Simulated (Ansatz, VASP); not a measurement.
# One calculation of ZrSnO4, two programs

POSCAR

```
ZrSnO4
1.0
    3.5774937261      0.0000000000      0.0000000000
    0.0000000000      3.5774937261      0.0000000000
    0.0000000000      0.0000000000      5.3591669901
Sn Zr O
1 1 4
Direct
    0.5000000000      0.5000000000      0.5000000000
    0.0000000000      0.0000000000      0.0000000000
    0.5000000000      0.0000000000      0.6825217110
    0.0000000000      0.5000000000      0.8169880797
    0.0000000000      0.5000000000      0.3174782890
    0.5000000000      0.0000000000      0.1830119203
```

INCAR.step1

```
PREC = Accurate
ENCUT = 520
ISMEAR = 0
SIGMA = 0.01
LREAL = F
LASPH = T
NELM = 100
NBANDS = 34
GGA = PE
ALGO = Normal
EDIFF = 1E-4
LWAVE = T
LCHARG = F
```

Contents of INCAR.step2:

```
PREC = Accurate
ENCUT = 520
EDIFF = 1E-7
ISMEAR = 0
SIGMA = 0.01
LREAL = F
LASPH = T
NELM = 100
ALGO = Normal
ISIF = 2
LWAVE = F
LCHARG = T
METAGGA = R2SCAN
LMIXTAU = T
LELF = T
LVHAR = T
NBANDS = 34
ISTART = 1
```

Contents of KPOINTS:

```
regular mesh
0
Gamma
  8 8 6
```

Input for Ansatz:

```yaml
crystal:
  lattice:
    - [3.5774937261, 0.0, 0.0]
    - [0.0, 3.5774937261, 0.0]
    - [0.0, 0.0, 5.3591669901]
  atoms:
    - { symbol: Sn, position: [0.5, 0.5, 0.5] }
    - { symbol: Zr, position: [0.0, 0.0, 0.0] }
    - { symbol: O, position: [0.5, 0.0, 0.682521711] }
    - { symbol: O, position: [0.0, 0.5, 0.8169880797] }
    - { symbol: O, position: [0.0, 0.5, 0.317478289] }
    - { symbol: O, position: [0.5, 0.0, 0.1830119203] }
kpoints:
  mp_grid: { grid: [8, 8, 6] }
  band_path:
    path:
      - [0.0, 0.0, 0.0]
      - [0.0, 0.5, 0.0]
      - [0.5, 0.5, 0.0]
      - [0.0, 0.0, 0.5]
      - [0.0, 0.5, 0.5]
      - [0.5, 0.5, 0.5]
    npoints: 1
hamiltonian:
  xc: r2scan
scf:
  occupations: { method: fixed }
  n_extra_bands: 5
output:
  forces: true
  stress: true
  eigenvalues: true
  write_density: true
  write_potential: true
  elf: true
  volumetric_format: npy
```

Alike in both runs: task single point; functional r2SCAN; k mesh 8 × 8 × 6; no spin polarisation.

|  | VASP | Ansatz |
| --- | --- | --- |
| version | VASP 6.6.1 | Ansatz 0.2.0 |
| potentials or method | VASP PAW PBE potentials, release 64 (Sn_d, Zr_sv, O) | plane waves, PAW |
| plane-wave cutoff (eV) | 520 | 500 |
| occupations | gaussian, width 0.01 eV | fixed |
| valence electrons in the cell | 50 | 50 |

```csv
,VASP,Ansatz,Ansatz less VASP
gap on the k mesh at the Fermi level (eV),2.55,2.54,-0.009
pressure (GPa),0.8,0.0,-0.78
"traceless stress, the component that is largest in VASP (GPa)",-0.21,-0.01,+0.203
rms of the force components (eV/Å),0.025,0.001,-0.0243
```

VASP's potentials were made for PBE, not for r2SCAN. Atom by atom the forces differ by 0.024 eV/Å (rms over components).
